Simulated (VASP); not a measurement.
# ScAl (Pm-3m) in VASP: a series of runs

Runs on ScAl. Level: PBEsol. Tasks: single point.

All numbers are computed with VASP 6.6.1; they aren't measurements. Logs are shortened: lines on timing, memory, paths and dates and some standing lists are left out, and cuts for length are marked.

**1. The cell of the first run**

Symmetry: Pm-3m, No. 221, cubic system. The conventional cell has a = 3.325 Å, b = 3.325 Å, c = 3.325 Å, α = 90.00°, β = 90.00°, γ = 90.00°. Within 3.8 Å of Sc (site symmetry m-3m) lie 8 Al at 2.88 Å and 6 Sc at 3.33 Å. Within 3.8 Å of Al (site symmetry m-3m) lie 8 Sc at 2.88 Å and 6 Al at 3.33 Å.

**2. Single point, PBEsol (18.39 Å³/atom)**

INCAR

```
PREC = Accurate
ENCUT = 520
EDIFF = 1E-7
ISMEAR = -1
SIGMA = 0.15
LREAL = False
LASPH = True
NELM = 80
ALGO = Fast
ISIF = 2
LWAVE = False
LCHARG = True
GGA = PS
LELF = True
LVHAR = True
NBANDS = 14
```

KPOINTS

```
regular mesh
0
Gamma
  12 12 12
```

POSCAR

```
ScAl
1.0
    3.3254203780      0.0000000000      0.0000000000
    0.0000000000      3.3254203780      0.0000000000
    0.0000000000      0.0000000000      3.3254203780
Sc Al
1 1
Direct
    0.5000000000      0.5000000000      0.5000000000
    0.0000000000      0.0000000000      0.0000000000
```

Potentials or basis: VASP PAW PBE potentials, release 64 (Sc_sv, Al).

The run is started by

```console
cat potpaw_PBE.64/Sc_sv/POTCAR potpaw_PBE.64/Al/POTCAR > POTCAR
mpirun -np 1 vasp_std > vasp.out
```

OUTCAR:

```text
PREC = Accurate
   ENCUT = 520
   EDIFF = 1E-7
   ISMEAR = -1
   LREAL = False
   LASPH = True
   NELM = 80
   ISIF = 2
   GGA = PS

 ion  position               nearest neighbor table
   1  0.500  0.500  0.500-   2 2.88   2 2.88   2 2.88   2 2.88   2 2.88   2 2.88   2 2.88   2 2.88

   2  0.000  0.000  0.000-   1 2.88   1 2.88   1 2.88   1 2.88   1 2.88   1 2.88   1 2.88   1 2.88

  LATTYP: Found a simple cubic cell.
 ALAT       =     3.3254203780

  Lattice vectors:

 A1 = (   3.3254203780,   0.0000000000,   0.0000000000)
 A2 = (   0.0000000000,   3.3254203780,   0.0000000000)
 A3 = (   0.0000000000,   0.0000000000,   3.3254203780)

Analysis of symmetry for initial positions (statically):
=====================================================================
 Subroutine PRICEL returns:
 Original cell was already a primitive cell.

 Routine SETGRP: Setting up the symmetry group for a
 simple cubic supercell.

 Subroutine GETGRP returns: Found 48 space group operations
 (whereof 48 operations were pure point group operations)
 out of a pool of 48 trial point group operations.

The static configuration has the point symmetry O_h .

Analysis of symmetry for dynamics (positions and initial velocities):
=====================================================================
 Subroutine PRICEL returns:
 Original cell was already a primitive cell.

 Routine SETGRP: Setting up the symmetry group for a
 simple cubic supercell.

 Subroutine GETGRP returns: Found 48 space group operations
 (whereof 48 operations were pure point group operations)
 out of a pool of 48 trial point group operations.

The dynamic configuration has the point symmetry O_h .

 Subroutine INISYM returns: Found 48 space group operations
 (whereof 48 operations are pure point group operations),
 and found     1 'primitive' translations

----------------------------------------------------------------------------------------

                                     Primitive cell

  volume of cell :      36.7739

  direct lattice vectors                    reciprocal lattice vectors
     3.325420378  0.000000000  0.000000000     0.300713861  0.000000000  0.000000000
     0.000000000  3.325420378  0.000000000     0.000000000  0.300713861  0.000000000
     0.000000000  0.000000000  3.325420378     0.000000000  0.000000000  0.300713861

  length of vectors
     3.325420378  3.325420378  3.325420378     0.300713861  0.300713861  0.300713861

  position of ions in fractional coordinates (direct lattice)
     0.500000000  0.500000000  0.500000000
     0.000000000  0.000000000  0.000000000
[... 89 lines left out ...]
   NUPDOWN=      -1.0000    fix difference up-down
   EMIN   =  10.00;   EMAX   =-10.00  energy-range for DOS
   EFERMI =   0.00;   METHOD = LEGACY
   ISMEAR =    -1;   SIGMA  =   0.15  broadening in eV -4-tet -1-fermi 0-gaus
   EFERMI_NEDOS =   21; number of points for ismear=-14 and -15
   IALGO  =     68    algorithm
   IMIX   =      4    mixing-type and parameters
     AMIX     =   0.40;   BMIX     =  1.00
     AMIX_MAG =   1.60;   BMIX_MAG =  1.00
  volume/ion in A,a.u.               =      18.39       124.08
  Fermi-wavevector in a.u.,A,eV,Ry     =   1.186509  2.242176 19.154324  1.407803
  Thomas-Fermi vector in A             =   2.322680
   LORBIT       =      0    0 simple, 1 ext, 2 COOP (PROOUT), +10 PAW based schemes
   GGA     = PS    functional components
   LHFCALC =     F    Hartree Fock is set to
   AEXX    =    0.0000 exact exchange contribution
   IVDW    =     0    specifies the selected vdW correction
   LEPSILON=     F    determine dielectric tensor
   LRPA    =     F    only Hartree local field effects (RPA)
 non-spin polarized calculation
 RMM-DIIS sequential band-by-band and
  energy-cutoff  :      520.00
  volume of cell :       36.77
 maximum number of plane-waves:      1021
 NGX is ok and might be reduce to    28
   NGX = 13   NGY = 13   NGZ = 13

 number of electron      14.0000002 magnetization

 Free energy of the ion-electron system (eV)
  ---------------------------------------------------
  ext. energy  EPLUGINS =         0.00000000
  ---------------------------------------------------
  free energy    TOTEN  =       -11.65178424 eV

  energy without entropy =      -11.57890336  energy(sigma->0) =      -11.61534380

 E-fermi :   6.2644     XC(G=0): -10.5710

 val. band max:        6.2518538394   @ k =   0.5000   0.4167   0.1667
 cond. band min:       6.3463422448   @ k =   0.5000   0.1667   0.0000
 fundamental gap:      0.0944884054
 Fermi energy:         6.2643706616

 k-point     1 :       0.0000    0.0000    0.0000
  band No.  band energies     occupation
      1     -42.8097      2.00000
      2     -21.4859      2.00000
      3     -21.4859      2.00000
      4     -21.4859      2.00000
      5      -2.3271      2.00000
      6       5.5495      1.98312
      7       5.5495      1.98312
      8       9.1268      0.00000
      9       9.1268      0.00000
     10       9.1268      0.00000
     11      10.1993      0.00000
     12      10.1993      0.00000
     13      10.1993      0.00000
     14      15.1429      0.00000
[... 377 lines left out ...]
      1     -42.7797      2.00000
      2     -21.6600      2.00000
      3     -21.6180      2.00000
      4     -21.4539      2.00000
      5       0.9404      2.00000
      6       3.5331      2.00000
      7       4.8798      1.99980
      8       6.5650      0.23757
      9       7.6963      0.00014
     10       8.1404      0.00001
     11      10.1108      0.00000
     12      11.4609      0.00000
     13      12.4237      0.00000
     14      13.9905      0.00000

 [... further k-points ...]

------------------------ aborting loop because EDIFF is reached ----------------------------------------

  FORCE on cell =-STRESS in cart. coord.  units (eV):
  Direction    XX          YY          ZZ          XY          YZ          ZX
  --------------------------------------------------------------------------------------
  -------------------------------------------------------------------------------------
  Total        0.4260238      0.4260238      0.4260238     -0.0000000     -0.0000000      0.0000000
  in kB       18.5611467     18.5611467     18.5611467     -0.0000000     -0.0000000      0.0000000
  external PRESSURE =      18.5611467 kB  Pullay stress =       0.0000000 kB

 VOLUME and BASIS-vectors are now :
 -----------------------------------------------------------------------------
  energy-cutoff  :      520.00
  volume of cell :       36.77
      direct lattice vectors                 reciprocal lattice vectors
     3.325420378  0.000000000  0.000000000     0.300713861  0.000000000  0.000000000
     0.000000000  3.325420378  0.000000000     0.000000000  0.300713861  0.000000000
     0.000000000  0.000000000  3.325420378     0.000000000  0.000000000  0.300713861

 POSITION                                       TOTAL-FORCE (eV/Angst)
 -----------------------------------------------------------------------------------
      1.66271      1.66271      1.66271         0.000000      0.000000      0.000000
      0.00000      0.00000      0.00000         0.000000      0.000000      0.000000
 -----------------------------------------------------------------------------------
    total drift:                                0.000000      0.000000      0.000000

  FREE ENERGIE OF THE ION-ELECTRON SYSTEM (eV)
  ---------------------------------------------------
  free  energy   TOTEN  =       -11.6517842378 eV

  energy  without entropy=      -11.5789033641  energy(sigma->0) =      -11.61534380
```

OSZICAR:

```text
N       E                     dE             d eps       ncg     rms          rms(c)
DAV:   1     0.121085338469E+03    0.12109E+03   -0.66096E+03  2368   0.939E+02
DAV:   2    -0.957047333405E+01   -0.13066E+03   -0.12716E+03  2368   0.313E+02
DAV:   3    -0.127262613719E+02   -0.31558E+01   -0.30757E+01  3464   0.603E+01
DAV:   4    -0.128020344039E+02   -0.75773E-01   -0.75731E-01  2852   0.799E+00
DAV:   5    -0.128049312586E+02   -0.28969E-02   -0.28968E-02  3558   0.142E+00    0.798E+00
RMM:   6    -0.116700750493E+02    0.11349E+01   -0.14038E+00  2435   0.135E+01    0.213E+00
RMM:   7    -0.116635587383E+02    0.65163E-02   -0.80156E-01  3035   0.577E+00    0.878E-01
RMM:   8    -0.116523169952E+02    0.11242E-01   -0.61710E-02  2789   0.297E+00    0.825E-01
RMM:   9    -0.116533439151E+02   -0.10269E-02   -0.46296E-02  3088   0.151E+00    0.258E-01
RMM:  10    -0.116516770337E+02    0.16669E-02   -0.47456E-03  2827   0.869E-01    0.156E-01
RMM:  11    -0.116518745889E+02   -0.19756E-03   -0.16218E-03  3073   0.314E-01    0.545E-02
RMM:  12    -0.116518054074E+02    0.69182E-04   -0.26700E-04  3490   0.137E-01    0.367E-02
RMM:  13    -0.116517881013E+02    0.17306E-04   -0.59951E-05  3451   0.608E-02    0.831E-02
RMM:  14    -0.116517842701E+02    0.38312E-05   -0.18106E-05  3221   0.474E-02    0.338E-02
RMM:  15    -0.116517841712E+02    0.98877E-07   -0.41487E-06  3592   0.194E-02    0.157E-02
RMM:  16    -0.116517842378E+02   -0.66603E-07   -0.60977E-07  2878   0.885E-03
   1 F= -.11651784E+02 E0= -.11615344E+02  d E =-.728809E-01
```

It took 57 s on 1 thread of AMD EPYC 9R45 (Zen 5), shared host; peak memory 0.15 GiB.

Results:

| Quantity | Value |
| --- | --- |
| Free energy | -11.6518 eV |
| Pressure | 1.9 GPa |
| Band gap on the k mesh | zero (bands 7 and 8 overlap by 1.19 eV) |

Levels at points of the mesh, in eV from the Fermi level:
```tsv
k point	band 5	band 6	band 7	band 8	band 9	band 10
(0.00, 0.00, 0.00)	-8.59	-0.71	-0.71	2.86	2.86	2.86
(0.50, 0.00, 0.00)	-5.68	-4.63	0.28	0.84	0.84	3.11
(0.50, 0.50, 0.00)	-4.77	-1.83	-1.83	-0.84	1.61	1.61
(0.50, 0.50, 0.50)	-2.63	-2.63	-2.63	-0.23	3.05	3.05
```

Caveat: the PAW data sets were made with another functional, which shifts forces and pressure a little.

(Part 1 of 2 ends here.)
